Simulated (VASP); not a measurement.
# C (Fd-3m) in VASP: settings compared, part 2 of 2

VASP 6.6.1.

## (4) Dielectric tensor, PBE

File INCAR:

```
ALGO     = Normal         # electronic algorithm
EDIFF    = 1E-8           # SCF threshold, eV
ENCUT    = 520            # plane-wave cutoff, eV
GGA      = PE             # functional
ISIF     = 2              # what is computed and relaxed
ISMEAR   = 0              # smearing method
LASPH    = True           # aspherical terms in the spheres
LCHARG   = False          # write CHGCAR
LEPSILON = True           # dielectric tensor by DFPT
LREAL    = False          # projectors in reciprocal space
LWAVE    = False          # write WAVECAR
NELM     = 100            # most SCF steps
PREC     = Accurate       # precision mode
SIGMA    = 0.01           # smearing width, eV
```

File KPOINTS:

```
k-points
0
Gamma
  13 13 13
```

File POSCAR:

```
C
1.0
    0.0000000000      1.7833700000      1.7833700000
    1.7833700000      0.0000000000      1.7833700000
    1.7833700000      1.7833700000      0.0000000000
C
2
Direct
    0.7500000000      0.7500000000      0.7500000000
    0.5000000000      0.5000000000      0.5000000000
```

Potentials or basis: VASP PAW PBE potentials, release 64 (C).

On the command line:

```console
cat potpaw_PBE.64/C/POTCAR > POTCAR
mpirun -np 1 vasp_std > vasp.out
```

OUTCAR:

```text
EDIFF = 1E-8
   ENCUT = 520
   GGA = PE
   ISIF = 2
   ISMEAR = 0
   LASPH = True
   LEPSILON = True
   LREAL = False
   NELM = 100
   PREC = Accurate

 ion  position               nearest neighbor table
   1  0.750  0.750  0.750-   2 1.54   2 1.54   2 1.54   2 1.54
   2  0.500  0.500  0.500-   1 1.54   1 1.54   1 1.54   1 1.54

  LATTYP: Found a face centered cubic cell.
 ALAT       =     3.5667400000

  Lattice vectors:

 A1 = (   0.0000000000,   1.7833700000,   1.7833700000)
 A2 = (   1.7833700000,   0.0000000000,   1.7833700000)
 A3 = (   1.7833700000,   1.7833700000,   0.0000000000)

Analysis of symmetry for initial positions (statically):
=====================================================================
 Subroutine PRICEL returns:
 Original cell was already a primitive cell.

 Routine SETGRP: Setting up the symmetry group for a
 face centered cubic supercell.

 Subroutine GETGRP returns: Found 48 space group operations
 (whereof 24 operations were pure point group operations)
 out of a pool of 48 trial point group operations.

The static configuration has the point symmetry T_d .
 The point group associated with its full space group is O_h .

Analysis of symmetry for dynamics (positions and initial velocities):
=====================================================================
 Subroutine PRICEL returns:
 Original cell was already a primitive cell.

 Routine SETGRP: Setting up the symmetry group for a
 face centered cubic supercell.

 Subroutine GETGRP returns: Found 48 space group operations
 (whereof 24 operations were pure point group operations)
 out of a pool of 48 trial point group operations.

The dynamic configuration has the point symmetry T_d .
[... 443 lines left out ...]
  energy  without entropy=      -18.1852556825  energy(sigma->0) =      -18.18525568

 HEAD OF MICROSCOPIC STATIC DIELECTRIC TENSOR (INDEPENDENT PARTICLE, excluding Hartree and local field effects)
 ------------------------------------------------------
           5.955890    -0.000000     0.000000
           0.000000     5.955890     0.000000
          -0.000000    -0.000000     5.955890
 ------------------------------------------------------

 Free energy of the ion-electron system (eV)
  ---------------------------------------------------
  ---------------------------------------------------
  free energy    TOTEN  =        -0.16369361 eV

  energy without entropy =       -0.16369361

------------------------ aborting loop because EDIFF is reached ----------------------------------------

--------------------------------------- Ionic step        2  -------------------------------------------

------------------------ aborting loop because EDIFF is reached ----------------------------------------

--------------------------------------- Ionic step        3  -------------------------------------------

 Free energy of the ion-electron system (eV)
  ---------------------------------------------------
  ---------------------------------------------------
  free energy    TOTEN  =        -0.16369361 eV

  energy without entropy =       -0.16369361

------------------------ aborting loop because EDIFF is reached ----------------------------------------

 PIEZOELECTRIC TENSOR FIELD DIRECTION 3  (e Angst)
 -----------------------------------------------------------------------------
    -0.00013 -0.00000  0.00000           ( -0.00000  0.00000  0.00000)
     0.00000 -0.00013  0.00000           (  0.00000 -0.00000  0.00000)
     0.00000  0.00000 -0.00020           (  0.00000  0.00000 -0.00001)

 PIEZOELECTRIC TENSOR FIELD DIRECTION 3  (C/m^2)
 -----------------------------------------------------------------------------
    -0.00018 -0.00000  0.00000
     0.00000 -0.00018  0.00000
     0.00000  0.00000 -0.00028

 MACROSCOPIC STATIC DIELECTRIC TENSOR (including local field effects in DFT)
 ------------------------------------------------------
           5.848952     0.000000     0.000000
           0.000000     5.848952     0.000000
           0.000000     0.000000     5.848952
 ------------------------------------------------------

 PIEZOELECTRIC TENSOR (including local field effects)  for field in x, y, z        (e  Angst)
          XX          YY          ZZ          XY          YZ          ZX
  --------------------------------------------------------------------------------
  x    -0.00000    -0.00000    -0.00000     0.00000    -0.00000     0.00000
  y     0.00000     0.00000     0.00000     0.00000     0.00000     0.00000
  z     0.00000     0.00000     0.00000     0.00000     0.00000     0.00000

 PIEZOELECTRIC TENSOR (including local field effects)  for field in x, y, z        (C/m^2)
          XX          YY          ZZ          XY          YZ          ZX
  --------------------------------------------------------------------------------
  x    -0.00000    -0.00000    -0.00000     0.00000    -0.00000     0.00000
  y     0.00000     0.00000     0.00000     0.00000     0.00000     0.00000
  z     0.00000     0.00000     0.00000     0.00000     0.00000     0.00000

 BORN EFFECTIVE CHARGES (including local field effects) (in |e|, cummulative output)
 ---------------------------------------------------------------------------------
 ion    1
    1     0.00000     0.00000    -0.00000
    2     0.00000     0.00000     0.00000
    3    -0.00000     0.00000     0.00000
 ion    2
    1     0.00000    -0.00000     0.00000
    2    -0.00000     0.00000    -0.00000
    3     0.00000    -0.00000     0.00000
```

OSZICAR:

```text
N       E                     dE             d eps       ncg     rms          rms(c)
DAV:   1    -0.123547239662E+01   -0.12355E+01   -0.52376E+03  1424   0.967E+02
DAV:   2    -0.187237570077E+02   -0.17488E+02   -0.17124E+02  2168   0.113E+02
DAV:   3    -0.188239862939E+02   -0.10023E+00   -0.10023E+00  1456   0.107E+01
[... 15 lines left out ...]
RMM:   4    -0.162885243037E+00   -0.80703E-02   -0.11238E-03  4892   0.329E-01    0.388E-02
RMM:   5    -0.163644454611E+00   -0.75921E-03   -0.20029E-05  4962   0.426E-02    0.359E-03
RMM:   6    -0.163677237702E+00   -0.32783E-04   -0.20958E-07  5198   0.487E-03    0.187E-03
RMM:   7    -0.163692679722E+00   -0.15442E-04   -0.11936E-07  5085   0.409E-03    0.182E-04
RMM:   8    -0.163693654053E+00   -0.97433E-06   -0.61221E-10  4751   0.269E-04    0.491E-05
RMM:   9    -0.163693608785E+00    0.45267E-07   -0.70196E-11  4174   0.107E-04    0.455E-06
```

stdout:

```text
POSCAR found type information on POSCAR C
 POSCAR found :  1 types and       2 ions
 scaLAPACK will be used
 LDA part: xc-table for (Slater+PW92), standard interpolation
 POSCAR, INCAR and KPOINTS ok, starting setup
 FFT: planning ... GRIDC
 FFT: planning ... GRID_SOFT
 FFT: planning ... GRID
 WAVECAR not read
 entering main loop
 Linear response reoptimize wavefunctions to high precision
 Linear response G [H, r] |phi>, progress :
  Direction:   1
 Linear response G [H, r] |phi>, progress :
  Direction:   2
 Linear response G [H, r] |phi>, progress :
  Direction:   3
 Linear response to external field (no local field effect), progress :
  Direction:   1
 dielectric tensor                  component  1 :     6.980     2.684     0.765
 Linear response to external field (no local field effect), progress :
  Direction:   2
 dielectric tensor                  component  2 :     2.684     6.901    -1.016
 Linear response to external field (no local field effect), progress :
  Direction:   3
 dielectric tensor                  component  3 :     0.765    -1.016     3.986
 Linear response to external field, progress :
  Direction:   1
 dielectric tensor                  component  1 :     5.849     1.516     0.524
 Linear response to external field, progress :
  Direction:   2
 dielectric tensor                  component  2 :     1.229     5.849     0.014
 Linear response to external field, progress :
  Direction:   3
 dielectric tensor                  component  3 :     0.232     1.011     5.849
 Born effective charges drift removed
```

Run time: 69 s. Hardware: 1 thread of Intel Xeon 6975P-C, shared host; peak memory 0.16 GiB.

What came out:

```
Band gap on the k mesh                  : 4.14 eV, indirect (least direct gap 5.59 eV)
Electronic dielectric tensor (diagonal) : 5.85
Born charges (mean of the diagonal)     : C +0.00 e
```

Electronic dielectric tensor:
```
5.85 0.00 0.00
0.00 5.85 0.00
0.00 0.00 5.85
```

Born effective charge tensors (e):
atom 1, C
```
0.00 0.00 0.00
0.00 0.00 0.00
0.00 0.00 0.00
```
atom 2, C
```
0.00 0.00 0.00
0.00 0.00 0.00
0.00 0.00 0.00
```
